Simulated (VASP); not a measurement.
# Cu (P-1) in VASP: relaxation of cell and atoms with PBEsol

Aim: the relaxation of cell and atoms of Cu with PBEsol.

Everything below comes from runs of VASP 6.6.1. Logs are shortened: lines on timing, memory, paths and dates and some standing lists are left out, and cuts for length are marked.

## 1. The cell of the first run

The typed cell holds 1 atom: a = 2.459 Å, b = 2.411 Å, c = 2.447 Å, α = 108.96°, β = 106.27°, γ = 110.86°.

## 2. Relaxation of cell and atoms, PBEsol, collinear spin (the cell strained at random)

File INCAR:

```
ALGO = Normal ; EDIFF = 1E-6
EDIFFG = -0.01 ; ENCUT = 600
GGA = PS ; IBRION = 2
ISIF = 3 ; ISMEAR = 1
ISPIN = 2 ; LASPH = True
LCHARG = False ; LMAXMIX = 4
LORBIT = 11 ; LREAL = False
LWAVE = False ; MAGMOM = 0.6
NELM = 150 ; NSW = 60
PREC = Accurate ; SIGMA = 0.1
```

File KPOINTS:

```
k-points
0
Gamma
  13 13 13
```

File POSCAR:

```
Cu
1.0
    2.4586880300      0.0000000000      0.0000000000
   -0.8585437515      2.2525992977      0.0000000000
   -0.6856635597     -1.1120026504      2.0688310949
Cu
1
Direct
    0.0000000000      0.0000000000      0.0000000000
```

Potentials or basis: VASP PAW PBE potentials, release 64 (Cu).

Run with:

```sh
cat potpaw_PBE.64/Cu/POTCAR > POTCAR
mpirun -np 1 vasp_std > vasp.out
```

OUTCAR:

```text
EDIFF = 1E-6
   EDIFFG = -0.01
   ENCUT = 600
   GGA = PS
   IBRION = 2
   ISIF = 3
   ISMEAR = 1
   ISPIN = 2
   LASPH = True
   LORBIT = 11
   LREAL = False
   NELM = 150
   NSW = 60
   PREC = Accurate

 ion  position               nearest neighbor table
   1  0.000  0.000  0.000-

  LATTYP: Found a triclinic cell.
 ALAT       =     2.4467828900
 B/A-ratio  =     1.6040396602
 C/A-ratio  =     2.0165003707
 COS(alpha) =     0.0040211079
 COS(beta)  =     0.5537980505
 COS(gamma) =     0.7989790904

  Lattice vectors:

 A1 = (   0.6856635597,   1.1120026504,  -2.0688310949)
 A2 = (   3.1443515897,   1.1120026504,  -2.0688310949)
 A3 = (  -2.6875051891,  -0.0285939969,  -4.1376621898)

Analysis of symmetry for initial positions (statically):
=====================================================================
 Subroutine PRICEL returns:
 Original cell was already a primitive cell.

 Routine SETGRP: Setting up the symmetry group for a
 triclinic supercell.

 Subroutine GETGRP returns: Found  2 space group operations
 (whereof  2 operations were pure point group operations)
 out of a pool of  2 trial point group operations.

The static configuration has the point symmetry S_2 .

Analysis of symmetry for dynamics (positions and initial velocities):
=====================================================================
 Subroutine PRICEL returns:
 Original cell was already a primitive cell.

 Routine SETGRP: Setting up the symmetry group for a
 triclinic supercell.

 Subroutine GETGRP returns: Found  2 space group operations
 (whereof  2 operations were pure point group operations)
 out of a pool of  2 trial point group operations.

The dynamic configuration has the point symmetry S_2 .

Analysis of structural, dynamic, and magnetic symmetry:
=====================================================================
 Subroutine PRICEL returns:
 Original cell was already a primitive cell.

 Routine SETGRP: Setting up the symmetry group for a
 triclinic supercell.

 Subroutine GETGRP returns: Found  2 space group operations
 (whereof  2 operations were pure point group operations)
 out of a pool of  2 trial point group operations.

The overall configuration has the point symmetry S_2 .

 Subroutine INISYM returns: Found  2 space group operations
 (whereof  2 operations are pure point group operations),
 and found     1 'primitive' translations

----------------------------------------------------------------------------------------

                                     Primitive cell

  volume of cell :      11.4581
[... 116 lines left out ...]
   LEPSILON=     F    determine dielectric tensor
   LRPA    =     F    only Hartree local field effects (RPA)
 conjugate gradient relaxation of ions
 spin polarized calculation
 Methfessel and Paxton  Order N= 1 SIGMA  =   0.10
  energy-cutoff  :      600.00
  volume of cell :       11.46
 maximum number of plane-waves:       397
   NGX =  9   NGY =  9   NGZ =  9

--------------------------------------- Ionic step        1  -------------------------------------------

 number of electron      11.0000007 magnetization      -0.0000472

 number of electron      11.0000007 magnetization       0.0004160

 Free energy of the ion-electron system (eV)
  ---------------------------------------------------
  ext. energy  EPLUGINS =         0.00000000
  ---------------------------------------------------
  free energy    TOTEN  =        -4.26556061 eV

  energy without entropy =       -4.26557968  energy(sigma->0) =       -4.26556697

------------------------ aborting loop because EDIFF is reached ----------------------------------------

  FORCE on cell =-STRESS in cart. coord.  units (eV):
  Direction    XX          YY          ZZ          XY          YZ          ZX
  --------------------------------------------------------------------------------------
  -------------------------------------------------------------------------------------
  Total       -0.0290572      0.2430588     -0.2758877     -0.2283182     -0.2689612     -0.0920181
  in kB       -4.0630491     33.9867388    -38.5771822    -31.9255735    -37.6086552    -12.8668219
  external PRESSURE =      -2.8844975 kB  Pullay stress =       0.0000000 kB
[... 90 lines left out ...]
  FREE ENERGIE OF THE ION-ELECTRON SYSTEM (eV)
  ---------------------------------------------------
  free  energy   TOTEN  =        -4.2785686374 eV

  energy  without entropy=       -4.2786478013  energy(sigma->0) =       -4.27859503

[... ionic steps 4 to 28 ...]

--------------------------------------- Ionic step       29  -------------------------------------------

 number of electron      11.0000013 magnetization       0.0000000

 number of electron      11.0000013 magnetization      -0.0000000
[... 71 lines left out ...]
 number of electron      11.0000012 magnetization      -0.0000000

 number of electron      11.0000012 magnetization       0.0000000

 Free energy of the ion-electron system (eV)
  ---------------------------------------------------
  ext. energy  EPLUGINS =         0.00000000
  ---------------------------------------------------
  free energy    TOTEN  =        -4.30842582 eV

  energy without entropy =       -4.30843969  energy(sigma->0) =       -4.30843044

 E-fermi :   8.1116     XC(G=0): -13.1445

 val. band max:        8.1062258941   @ k =  -0.1538   0.1538   0.3846
 cond. band min:       8.1340725128   @ k =   0.0000   0.3846   0.4615
 fundamental gap:      0.0278466187
 Fermi energy:         8.1115611663

 spin component 1

 k-point     1 :       0.0000    0.0000    0.0000
  band No.  band energies     occupation
      1      -1.7932      1.00000
      2       4.7286      1.00000
      3       4.7392      1.00000
      4       4.7842      1.00000
      5       5.6102      1.00000
      6       5.6604      1.00000
      7      30.8138      0.00000
      8      33.6945      0.00000
      9      33.7739      0.00000
[... 265 lines left out ...]
 k-point    24 :       0.2308    0.1538    0.0000
  band No.  band energies     occupation
      1       2.2097      1.00000
      2       4.1843      1.00000
      3       4.6869      1.00000
      4       5.1337      1.00000
      5       6.1566      1.00000
      6       6.4443      1.00000
      7      17.3383      0.00000
      8      26.3849      0.00000
      9      26.4614      0.00000

 [... further k-points ...]

 spin component 2

 k-point     1 :       0.0000    0.0000    0.0000
  band No.  band energies     occupation
      1      -1.7932      1.00000
      2       4.7286      1.00000
      3       4.7392      1.00000
      4       4.7842      1.00000
      5       5.6102      1.00000
      6       5.6604      1.00000
      7      30.8138      0.00000
      8      33.6942      0.00000
      9      33.7629      0.00000
[... 304 lines left out ...]
  FREE ENERGIE OF THE ION-ELECTRON SYSTEM (eV)
  ---------------------------------------------------
  free  energy   TOTEN  =        -4.3084258221 eV

  energy  without entropy=       -4.3084396861  energy(sigma->0) =       -4.30843044

 reached required accuracy - stopping structural energy minimisation

 total charge

# of ion       s       p       d       tot
------------------------------------------
    1        0.464   0.416   9.170  10.051

 magnetization (x)

# of ion       s       p       d       tot
------------------------------------------
    1        0.000   0.000   0.000   0.000
```

Run time: 84 min. Hardware: 1 thread of Oxide Virtual Turin-like, shared host; peak memory 0.43 GiB.

What came out:

```yaml
Free_energy: -4.3084 eV
Relaxed_volume: 11.34 Å³/atom
Relaxed_cell: a = 2.519 Å, b = 2.517 Å, c = 2.519 Å, α = 119.72°, β = 90.60°, γ = 119.64°
Space_group_after_relaxing_to_0.1_Å: Fm-3m (No. 225)
Energy_gained_by_relaxing: 42.9 meV/atom
Ionic_steps: 31
Pressure_after_relaxing: 0.1 GPa
Net_moment: 0.00 μB per cell
Valence_electrons_inside_the_program's_atomic_spheres: Cu 10.05
```

Step by step:
| step | energy change (eV) | largest force (eV/Å) | pressure (GPa) | volume (Å³) |
| --- | --- | --- | --- | --- |
| 1 | 0.0000 | 0.0000 | -0.29 | 11.46 |
| 2 | -0.0122 | 0.0000 | 0.02 | 11.42 |
| 3 | -0.0130 | 0.0000 | 0.21 | 11.40 |
| 4 | -0.0147 | 0.0000 | -0.13 | 11.43 |
| 5 | -0.0167 | 0.0000 | -0.74 | 11.47 |
| 6 | -0.0155 | 0.0000 | -1.72 | 11.54 |
| 7 | -0.0170 | 0.0000 | -1.19 | 11.50 |
| 8 | -0.0179 | 0.0000 | -0.90 | 11.47 |
| 9 | -0.0198 | 0.0000 | 0.27 | 11.39 |
| 10 | -0.0244 | 0.0000 | 2.77 | 11.21 |
| 11 | -0.0217 | 0.0000 | 9.53 | 10.80 |
| 12 | -0.0256 | 0.0000 | 5.82 | 11.02 |
| 13 | -0.0261 | 0.0000 | 5.79 | 11.01 |
| 14 | -0.0279 | 0.0000 | 5.91 | 11.01 |
| 15 | -0.0309 | 0.0000 | 5.96 | 11.00 |
| 16 | -0.0323 | 0.0000 | 6.55 | 10.96 |
| 17 | -0.0350 | 0.0000 | 5.49 | 11.02 |
| 18 | -0.0400 | 0.0000 | 2.24 | 11.21 |
| 19 | -0.0380 | 0.0000 | -3.23 | 11.58 |
| 20 | -0.0410 | 0.0000 | 0.05 | 11.35 |
| 21 | -0.0414 | 0.0000 | 0.05 | 11.35 |
| 22 | -0.0422 | 0.0000 | 0.08 | 11.34 |
| 23 | -0.0427 | 0.0000 | 0.16 | 11.33 |
| 24 | -0.0427 | 0.0000 | 0.17 | 11.33 |
| 25 | -0.0427 | 0.0000 | 0.03 | 11.34 |
| 26 | -0.0427 | 0.0000 | -0.30 | 11.37 |
| 27 | -0.0428 | 0.0000 | -0.26 | 11.36 |
| 28 | -0.0428 | 0.0000 | -0.02 | 11.35 |
| 29 | -0.0428 | 0.0000 | 0.07 | 11.34 |
| 30 | -0.0428 | 0.0000 | 0.07 | 11.34 |
| 31 | -0.0429 | 0.0000 | 0.06 | 11.34 |

Final structure:
```xyz
1
Lattice="2.4957 -0.1856 0.2876 -1.0498 2.2635 -0.3349 -0.3681 -1.2401 2.1617" Properties=species:S:1:pos:R:3 pbc="T T T"
Cu    0.0000    0.0000    0.0000
```

Caveat: the cell differs from its parent crystal (the cell strained at random); the PAW data sets were made with another functional, which shifts forces and pressure a little.
